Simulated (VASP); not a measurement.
## PbF2: single point with PBEsol

PbF2:

```
Pb F
1.0
     2.94934    2.94934    0.00000
    -2.94934    2.94934    0.00000
     0.00000    2.94934    2.94934
Pb F
1 2
Cartesian
  0.0000 0.0000 0.0000
  -1.4747 4.4240 1.4747
  1.4747 4.4240 1.4747
```

- Program: VASP 6.6.1
- Task: single point
- Functional: PBEsol
- Potentials or basis: VASP PAW PBE potentials, release 64 (Pb_d, F)
- Cutoff: 520 eV
- k mesh: 8 × 8 × 8
- Occupations: gaussian, width 0.01 eV
- Spin: no spin polarisation
- Dipole correction: no
- Further INCAR settings: ALGO = Normal; EDIFF = 1e-06; NBANDS = 21

| Property | Result |
| --- | --- |
| Pressure | -0.2 GPa |
| Band gap on the k mesh | 4.30 eV (least direct gap 4.45 eV) |

Levels at points of the mesh, in eV from the valence-band top:
| k point | band 12 | band 13 | band 14 | band 15 | band 16 | band 17 |
| --- | --- | --- | --- | --- | --- | --- |
| (0.00, 0.00, 0.00) | -2.07 | -2.07 | -2.07 | 6.69 | 6.69 | 6.69 |
| (0.50, 0.00, 0.00) | -2.24 | -2.24 | -0.03 | 4.93 | 7.63 | 7.63 |
| (0.50, 0.50, 0.00) | -1.63 | -1.63 | -0.15 | 4.30 | 7.88 | 7.88 |

Wall time 40 s on 1 thread of Intel Xeon 8259CL (shared host), peak memory 0.19 GiB.

Caveat: the PAW data sets were made with another functional, which shifts forces and pressure a little; spin-orbit coupling is left out, which moves the levels of the heavy elements. A k mesh can miss the band edges.
